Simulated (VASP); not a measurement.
Runs of VASP 6.6.1 on Ru. The structure is that of space group P6_3/mmc (No. 194), or close to it. The cells are those of the table. 

```tsv
task	potentials or basis	spin	cell	k mesh	cutoff (eV)	smearing	gap on the mesh (eV)	pressure (GPa)
single point	VASP PAW PBE potentials, release 64 (Ru_sv)	off	a = 2.706, b = 2.706, c = 4.258 Å, angles 90.0, 90.0, 120.0°, 2 atoms	8 × 8 × 5	620	fermi-dirac 0.1 eV	none	(a)
single point	VASP PAW PBE potentials, release 64 (Ru_sv)	off	a = 2.706, b = 2.706, c = 4.258 Å, angles 90.0, 90.0, 120.0°, 2 atoms	6 × 6 × 4	620	fermi-dirac 0.1 eV	none	1.1
single point	VASP PAW PBE potentials, release 64 (Ru_sv)	off	a = 2.706, b = 2.706, c = 4.258 Å, angles 90.0, 90.0, 120.0°, 2 atoms	19 × 19 × 11	620	fermi-dirac 0.1 eV	none	0.1
single point	VASP PAW PBE potentials, release 64 (Ru_sv)	off	a = 2.706, b = 2.706, c = 4.258 Å, angles 90.0, 90.0, 120.0°, 2 atoms	13 × 13 × 8	620	fermi-dirac 0.1 eV	none	0.1
single point	VASP PAW PBE potentials, release 64 (Ru_pv)	off	a = 2.706, b = 2.706, c = 4.258 Å, angles 90.0, 90.0, 120.0°, 2 atoms	13 × 13 × 8	520	methfessel-paxton 0.01 eV	none	1.3
single point	VASP PAW PBE potentials, release 64 (Ru_pv)	off	a = 2.706, b = 2.706, c = 4.258 Å, angles 90.0, 90.0, 120.0°, 2 atoms	13 × 13 × 8	520	methfessel-paxton 0.03 eV	none	1.3
single point	VASP PAW PBE potentials, release 64 (Ru_pv)	off	a = 2.706, b = 2.706, c = 4.258 Å, angles 90.0, 90.0, 120.0°, 2 atoms	13 × 13 × 8	520	gaussian 0.03 eV	none	1.3
relaxation of cell and atoms	VASP PAW PBE potentials, release 64 (Ru_pv)	collinear, ferromagnetic start	relaxed from a = 2.704, b = 2.704, c = 4.282 Å, angles 90.0, 90.0, 120.0°, 2 atoms	13 × 13 × 8	600	fermi-dirac 0.05 eV	none	0.0
```

Alike in all rows: level r2SCAN.

Fill in the values left out.

(a) -0.4.

Caveats: some runs use coarse meshes; the PAW data sets were made with another functional, which shifts forces and pressure a little.

A k mesh can miss the band edges, and the runs leave out spin-orbit coupling on Ru.

A gap of «none» marks levels without a gap at the run's occupations.

The runs don't all hold the same shells in valence.
